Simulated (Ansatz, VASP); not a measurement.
# One calculation of Cu, two programs

```xyz
1
Lattice="-1.4131 1.4131 1.3683 1.4131 -1.4131 1.3683 1.4131 1.4131 -1.3683" Properties=species:S:1:pos:R:3 pbc="T T T"
Cu    0.0000    0.0000    0.0000
```

Alike in both runs: task single point; functional LDA; k mesh 24 × 24 × 24; occupations gaussian, width 0.15 eV; no spin polarisation.

|  | VASP | Ansatz |
| --- | --- | --- |
| version | VASP 6.6.1 | Ansatz 0.2.0 |
| potentials or method | VASP PAW LDA potentials, release 64 (Cu), cutoff 520 eV | scalar-relativistic, plane waves, PAW |
| valence electrons in the cell | 11 | 19 |

|  | VASP | Ansatz | Ansatz less VASP |
| --- | --- | --- | --- |
| gap on the k mesh at the Fermi level (eV) | none | none | - |
| pressure (GPa) | 0.8 | -0.1 | -0.90 |
| traceless stress, the component that is largest in VASP (GPa) | -0.08 | -0.08 | 0.000 |

Ansatz warns that its potentials were made for another functional, while VASP's fit it. LDA's correlation is that of Perdew and Zunger in VASP and of Perdew and Wang (1992) in Ansatz. A gap of «none» marks a metal or a gap that the smearing closes. VASP's potentials hold 11 valence electrons a cell and Ansatz's 19, so a difference there can come from the potentials and not from the codes.
